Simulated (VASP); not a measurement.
# CSO in VASP: single point with PBE+D3(BJ)

Aim: the single point of CSO with PBE+D3(BJ).

All numbers are computed with VASP 6.6.1; they aren't measurements. Logs are shortened: lines on timing, memory, paths and dates and some standing lists are left out, and cuts for length are marked.

### 1 The cell of the first run

The cell holds an amorphous packing of atoms, 30 atoms: a = 9.073 Å, b = 9.073 Å, c = 9.073 Å, α = 90.00°, β = 90.00°, γ = 90.00°.

### 2 Single point, PBE+D3(BJ)

The input, INCAR:

```
SYSTEM = CSO
PREC = Accurate
ENCUT = 520
EDIFF = 1E-6
ISMEAR = -1
SIGMA = 0.05
LREAL = Auto
LASPH = .TRUE.
NELM = 100
ALGO = Normal
ISIF = 2
LWAVE = .FALSE.
LCHARG = .FALSE.
GGA = PE
IVDW = 12
NBANDS = 101
```

The input, KPOINTS:

```
Automatic mesh
0
G
  1 1 1
  0 0 0
```

The input, POSCAR:

```
CSO
1.0
    9.0734730000      0.0000000000      0.0000000000
    0.0000000000      9.0734730000      0.0000000000
    0.0000000000      0.0000000000      9.0734730000
O C S
10 10 10
Direct
    0.7880047111      0.7996711827      0.1286590734
    0.1032618616      0.6891921165      1.0307221506
   -0.0435587192      0.4258442122      0.5557958420
    1.0484197052      1.0705252224      1.0676294387
    0.7063603271      0.1630850911      0.1414706776
    0.6003583482      0.0136099759      0.7999400487
    0.3383409683      0.1256526504      0.3072233003
    0.8649652700      0.4338903041      0.9129122032
    0.0348485922      0.8655069446      0.4136851120
    0.3380737219      0.2582851962      0.9283702396
    0.7481461455      0.7378628140      0.2339135579
    0.1517747755      0.6486166591      0.9185822099
   -0.0099811424      0.4096075222      0.4324772868
    1.0210814948      1.0363225777      0.9467537992
    0.7114808491      0.1411464097      0.2682083702
    0.5254408921     -0.0375929358      0.8910741591
    0.3231548041      0.1609932754      0.4300861467
    0.7738612618      0.5004141709      0.8509196631
    0.1488517915      0.8066479201      0.4031132322
    0.3851448874      0.3431995491      1.0131116964
    0.6968747272      0.6548433687      0.3763945420
    0.2157391250      0.5945115266      0.7679920997
    0.0336678247      0.3882140251      0.2671856185
    0.9854132187      0.9905532333      0.7841864875
    0.7166312780      0.1131919629      0.4387318134
    0.4236183556     -0.1062566844      1.0124645281
    0.3031174692      0.2056529890      0.5956856827
    0.6517313995      0.5912879721      0.7697089928
    0.3021152571      0.7282441269      0.3889932714
    0.4492634992      0.4576109213      1.1254276567
```

Potentials or basis: VASP PAW PBE potentials, release 64 (O, C, S).

The run is started by

```bash
$ cat potpaw_PBE.64/O/POTCAR potpaw_PBE.64/C/POTCAR potpaw_PBE.64/S/POTCAR > POTCAR
$ mpirun -np 1 vasp_gam > vasp.out
```

OUTCAR:

```text
SYSTEM = CSO
   PREC = Accurate
   ENCUT = 520
   EDIFF = 1E-6
   ISMEAR = -1
   LREAL = Auto
   LASPH = .TRUE.
   NELM = 100
   ISIF = 2
   GGA = PE
   IVDW = 12
 IVDW          = 12

 ion  position               nearest neighbor table
   1  0.788  0.800  0.129-  11 1.17
   2  0.103  0.689  0.031-  12 1.17
   3  0.956  0.426  0.556-  13 1.17
   4  0.048  0.071  0.068-  14 1.17
   5  0.706  0.163  0.141-  15 1.17
   6  0.600  0.014  0.800-  16 1.17
   7  0.338  0.126  0.307-  17 1.17
   8  0.865  0.434  0.913-  18 1.17
   9  0.035  0.866  0.414-  19 1.17
  10  0.338  0.258  0.928-  20 1.17
  11  0.748  0.738  0.234-   1 1.17  21 1.57
  12  0.152  0.649  0.919-   2 1.17  22 1.56
  13  0.990  0.410  0.432-   3 1.17  23 1.56
  14  0.021  0.036  0.947-   4 1.17  24 1.57
  15  0.711  0.141  0.268-   5 1.17  25 1.57
  16  0.525  0.962  0.891-   6 1.17  26 1.57
  17  0.323  0.161  0.430-   7 1.17  27 1.57
  18  0.774  0.500  0.851-   8 1.17  28 1.57
  19  0.149  0.807  0.403-   9 1.17  29 1.57
  20  0.385  0.343  0.013-  10 1.17  30 1.57
  21  0.697  0.655  0.376-  11 1.57
  22  0.216  0.595  0.768-  12 1.56
  23  0.034  0.388  0.267-  13 1.56
  24  0.985  0.991  0.784-  14 1.57
  25  0.717  0.113  0.439-  15 1.57
  26  0.424  0.894  0.012-  16 1.57
  27  0.303  0.206  0.596-  17 1.57
  28  0.652  0.591  0.770-  18 1.57
  29  0.302  0.728  0.389-  19 1.57
  30  0.449  0.458  0.125-  20 1.57

  LATTYP: Found a simple cubic cell.
 ALAT       =     9.0734730000

  Lattice vectors:

 A1 = (   9.0734730000,   0.0000000000,   0.0000000000)
 A2 = (   0.0000000000,   9.0734730000,   0.0000000000)
 A3 = (   0.0000000000,   0.0000000000,   9.0734730000)

Analysis of symmetry for initial positions (statically):
=====================================================================
 Subroutine PRICEL returns:
 Original cell was already a primitive cell.

 Routine SETGRP: Setting up the symmetry group for a
 simple cubic supercell.

 Subroutine GETGRP returns: Found  1 space group operations
 (whereof  1 operations were pure point group operations)
 out of a pool of 48 trial point group operations.

The static configuration has the point symmetry C_1 .

Analysis of symmetry for dynamics (positions and initial velocities):
=====================================================================
 Subroutine PRICEL returns:
 Original cell was already a primitive cell.

 Routine SETGRP: Setting up the symmetry group for a
 simple cubic supercell.

 Subroutine GETGRP returns: Found  1 space group operations
 (whereof  1 operations were pure point group operations)
 out of a pool of 48 trial point group operations.

The dynamic configuration has the point symmetry C_1 .

 Subroutine INISYM returns: Found  1 space group operations
 (whereof  1 operations are pure point group operations),
 and found     1 'primitive' translations

----------------------------------------------------------------------------------------

                                     Primitive cell

  volume of cell :     747.0001

  direct lattice vectors                    reciprocal lattice vectors
     9.073473000  0.000000000  0.000000000     0.110211382  0.000000000  0.000000000
     0.000000000  9.073473000  0.000000000     0.000000000  0.110211382  0.000000000
     0.000000000  0.000000000  9.073473000     0.000000000  0.000000000  0.110211382

  length of vectors
     9.073473000  9.073473000  9.073473000     0.110211382  0.110211382  0.110211382

  position of ions in fractional coordinates (direct lattice)
     0.788004711  0.799671183  0.128659073
     0.103261862  0.689192117  0.030722151
     0.956441281  0.425844212  0.555795842
     0.048419705  0.070525222  0.067629439
     0.706360327  0.163085091  0.141470678
     0.600358348  0.013609976  0.799940049
[... 22 lines left out ...]
     0.302115257  0.728244127  0.388993271
     0.449263499  0.457610921  0.125427657

  ion indices of the primitive-cell ions
   primitive index   ion index
                 1           1
                 2           2
                 3           3
                 4           4
                 5           5
                 6           6
[... 22 lines left out ...]
                29          29
                30          30

----------------------------------------------------------------------------------------

 KPOINTS: Automatic mesh

Automatic generation of k-mesh.
 Grid dimensions read from file:
 generate k-points for:    1    1    1

 Generating k-lattice:

  Cartesian coordinates                     Fractional coordinates (reciprocal lattice)
     0.110211382  0.000000000  0.000000000     1.000000000  0.000000000  0.000000000
     0.000000000  0.110211382  0.000000000     0.000000000  1.000000000  0.000000000
     0.000000000  0.000000000  0.110211382     0.000000000  0.000000000  1.000000000

  Length of vectors
     0.110211382  0.110211382  0.110211382

  Shift w.r.t. Gamma in fractional coordinates (k-lattice)
     0.000000000  0.000000000  0.000000000

 Subroutine IBZKPT returns following result:
 ===========================================

 Found      1 irreducible k-points:

 Following reciprocal coordinates:
            Coordinates               Weight
  0.000000  0.000000  0.000000      1.000000
   k-points           NKPTS =      1   k-points in BZ     NKDIM =      1   number of bands    NBANDS=    101
   number of dos      NEDOS =    301   number of ions     NIONS =     30
   total plane-waves  NPLWV = 343000
   dimension x,y,z NGX =    70 NGY =   70 NGZ =   70
   dimension x,y,z NGXF=   140 NGYF=  140 NGZF=  140
   ions per type =              10  10  10
   NGX,Y,Z   is equivalent  to a cutoff of  12.83, 12.83, 12.83 a.u.
   NGXF,Y,Z  is equivalent  to a cutoff of  25.65, 25.65, 25.65 a.u.
 SYSTEM =  CSO
   PREC   = accura    normal or accurate (medium, high low for compatibility)
   ISTART =      0    job   : 0-new  1-cont  2-samecut
   ICHARG =      2    charge: 1-file 2-atom 10-const
   ISPIN  =      1    spin polarized calculation?
   LNONCOLLINEAR =      F non collinear calculations
   LSORBIT =      F    spin-orbit coupling
   LASPH  =      T    aspherical Exc in radial PAW
   ENCUT  =  520.0 eV  38.22 Ry    6.18 a.u.  16.87 16.87 16.87*2*pi/ulx,y,z
   NELM   =    100;   NELMIN=  2; NELMDL= -5     # of ELM steps
   EDIFF  = 0.1E-05   stopping-criterion for ELM
   LREAL  =      T    real-space projection
   EDIFFG = 0.1E-04   stopping-criterion for IOM
   NSW    =      0    number of steps for IOM
   IBRION =     -1    ionic relax: 0-MD 1-quasi-New 2-CG
   NFREE  =      0    steps in history (QN), initial steepest desc. (CG)
   ISIF   =      2    stress and relaxation
   ISYM   =      2    0-nonsym 1-usesym 2-fastsym
   POTIM  = 0.5000    time-step for ionic-motion
   TEBEG  =    0.0;   TEEND  =   0.0 temperature during run
   PSTRESS=    0.0 pullay stress
   NELECT =     160.0000    total number of electrons
   NUPDOWN=      -1.0000    fix difference up-down
   EMIN   =  10.00;   EMAX   =-10.00  energy-range for DOS
[... 5 lines left out ...]
     AMIX     =   0.40;   BMIX     =  1.00
     AMIX_MAG =   1.60;   BMIX_MAG =  1.00
  volume/ion in A,a.u.               =      24.90       168.03
  Fermi-wavevector in a.u.,A,eV,Ry     =   0.979508  1.851002 13.053915  0.959436
  Thomas-Fermi vector in A             =   2.110366
   LORBIT       =      0    0 simple, 1 ext, 2 COOP (PROOUT), +10 PAW based schemes
   GGA     = PE    functional components
   LHFCALC =     F    Hartree Fock is set to
   AEXX    =    0.0000 exact exchange contribution
   IVDW    =    12    specifies the selected vdW correction
   LEPSILON=     F    determine dielectric tensor
   LRPA    =     F    only Hartree local field effects (RPA)
 non-spin polarized calculation
  energy-cutoff  :      520.00
  volume of cell :      747.00
 maximum number of plane-waves:     10003
 NGX is ok and might be reduce to    70
   NGX = 33   NGY = 33   NGZ = 33

 number of electron     160.0000016 magnetization

 Free energy of the ion-electron system (eV)
  ---------------------------------------------------
  ext. energy  EPLUGINS =         0.00000000
  ---------------------------------------------------
  free energy    TOTEN  =      -198.43162129 eV

  energy without entropy =     -198.43162129  energy(sigma->0) =     -198.43162129

 E-fermi :  -1.0892     XC(G=0):  -6.7678

 val. band max:       -2.3651389425   @ k =   0.0000   0.0000   0.0000
 cond. band min:       2.2243515845   @ k =   0.0000   0.0000   0.0000
 fundamental gap:      4.5894905271
 Fermi energy:        -1.0892049609

 k-point     1 :       0.0000    0.0000    0.0000
  band No.  band energies     occupation
      1     -24.0590      2.00000
      2     -24.0202      2.00000
      3     -23.9879      2.00000
      4     -23.9257      2.00000
      5     -23.8953      2.00000
      6     -23.8504      2.00000
[... 84 lines left out ...]
     91       2.7563      0.00000
     92       2.7781      0.00000
 [bands above 92 left out]

------------------------ aborting loop because EDIFF is reached ----------------------------------------

 Edisp (eV)   -2.68713

 E8    (eV) :    -0.8195

  FORCE on cell =-STRESS in cart. coord.  units (eV):
  Direction    XX          YY          ZZ          XY          YZ          ZX
  --------------------------------------------------------------------------------------
  -------------------------------------------------------------------------------------
  Total       0.19792    -0.34328     1.42933    -0.24020     0.17449    -0.35671
  in kB       0.42450    -0.73628     3.06565    -0.51519     0.37426    -0.76508
  external pressure =        0.92 kB  Pullay stress =        0.00 kB

 VOLUME and BASIS-vectors are now :
 -----------------------------------------------------------------------------
  energy-cutoff  :      520.00
  volume of cell :      747.00
      direct lattice vectors                 reciprocal lattice vectors
     9.073473000  0.000000000  0.000000000     0.110211382  0.000000000  0.000000000
     0.000000000  9.073473000  0.000000000     0.000000000  0.110211382  0.000000000
     0.000000000  0.000000000  9.073473000     0.000000000  0.000000000  0.110211382

 POSITION                                       TOTAL-FORCE (eV/Angst)
 -----------------------------------------------------------------------------------
      7.14994      7.25579      1.16738         0.231440      0.393229     -0.670221
      0.93694      6.25337      0.27876        -0.249734      0.235818      0.621401
      8.67824      3.86389      5.04300        -0.186928      0.097835      0.660764
      0.43933      0.63991      0.61363         0.166085      0.208785      0.757264
      6.40914      1.47975      1.28363        -0.025348      0.092701     -0.668094
      5.44734      0.12349      7.25823         0.447661      0.313290     -0.540432
[... 22 lines left out ...]
      2.74123      6.60770      3.52952        -0.304005      0.155512      0.032181
      4.07638      4.15212      1.13806        -0.149439     -0.251894     -0.236580
 -----------------------------------------------------------------------------------
    total drift:                                0.001831      0.004350      0.028618

  FREE ENERGIE OF THE ION-ELECTRON SYSTEM (eV)
  ---------------------------------------------------
  free  energy   TOTEN  =      -201.1187492098 eV

  energy  without entropy=     -201.1187492097  energy(sigma->0) =     -201.11874921
```

It took 2.3 min on 1 thread of Intel Xeon Platinum 8259CL at 2.50GHz (Skylake/Cascade Lake), shared host; peak memory 0.69 GiB.

Results:

```
Free energy                : -201.1187 eV
Pressure                   : 0.1 GPa
Largest force              : 1.092 eV/Å
Band gap on the k mesh     : 4.59 eV
Dispersion energy per atom : -0.090 eV
```

Forces on the atoms (eV/Å):
```
O    0.231  0.393 -0.670
O   -0.250  0.236  0.621
O   -0.187  0.098  0.661
O    0.166  0.209  0.757
O   -0.025  0.093 -0.668
O    0.448  0.313 -0.540
O    0.090 -0.180 -0.685
O    0.450 -0.331  0.301
O   -0.546  0.276  0.055
O   -0.205 -0.380 -0.295
C   -0.261 -0.521  0.887
C    0.322 -0.312 -0.842
C    0.241 -0.137 -0.911
C   -0.214 -0.277 -0.995
C    0.029 -0.131  1.030
C   -0.653 -0.461  0.744
C   -0.126  0.235  0.992
C   -0.635  0.477 -0.418
C    0.859 -0.423 -0.082
C    0.373  0.636  0.592
S    0.045  0.117 -0.219
S   -0.084  0.088  0.219
S   -0.074  0.038  0.262
S    0.057  0.069  0.245
S   -0.006  0.038 -0.380
S    0.191  0.139 -0.203
S    0.042 -0.057 -0.373
S    0.176 -0.150  0.120
S   -0.304  0.156  0.032
S   -0.149 -0.252 -0.237
```

Caveat: the k points lie up to 0.69 Å⁻¹ apart.
